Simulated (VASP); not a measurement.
Write the native input for VASP 6.6.1 that does the following.

```
Task                   : single point
Functional             : LDA
Potentials or basis    : VASP PAW LDA potentials, release 64 (Hg, Pt)
Cutoff                 : 520 eV
k mesh                 : 5 × 5 × 5
Occupations            : fermi-dirac, width 0.1 eV
Spin                   : no spin polarisation
Dipole correction      : no
Further INCAR settings : ALGO = Normal; EDIFF = 1e-07; NBANDS = 31
```

The structure of Hg3Pt lies in POSCAR:

```
Hg3Pt
1.0
    4.3442210000      0.0000000000      0.0000000000
    0.0000000000      4.3442210000      0.0000000000
    0.0000000000      0.0000000000      4.3442210000
Hg Pt
3 1
Direct
    0.5000000000      0.5000000000      0.0000000000
    0.5000000000      0.0000000000      0.5000000000
    0.0000000000      0.5000000000      0.5000000000
    0.0000000000      0.0000000000      0.0000000000
```

These files were run (other wordings do the same):

INCAR

```
PREC = Accurate
ENCUT = 520
EDIFF = 1E-7
ISMEAR = -1
SIGMA = 0.1
LREAL = False
LASPH = True
NELM = 80
ALGO = Normal
ISIF = 2
LWAVE = False
LCHARG = False
GGA = CA
NBANDS = 31
```

KPOINTS

```
regular mesh
0
Gamma
  5 5 5
```

Potentials or basis: VASP PAW LDA potentials, release 64 (Hg, Pt).

The run is started by

```sh
$ cat potpaw_LDA.64/Hg/POTCAR potpaw_LDA.64/Pt/POTCAR > POTCAR
$ mpirun -np 1 vasp_std > vasp.out
```

It gave:

The pressure is -9.6 GPa and the band gap on the k mesh is zero (band 23 reaches 5.47 eV, above the bottom of band 24 at 3.52 eV).

Caveat: spin-orbit coupling is left out, which moves the levels of the heavy elements.

It used 14 s of CPU time on 1 thread of AMD EPYC 7R13 Processor (Zen 3), on a shared host.
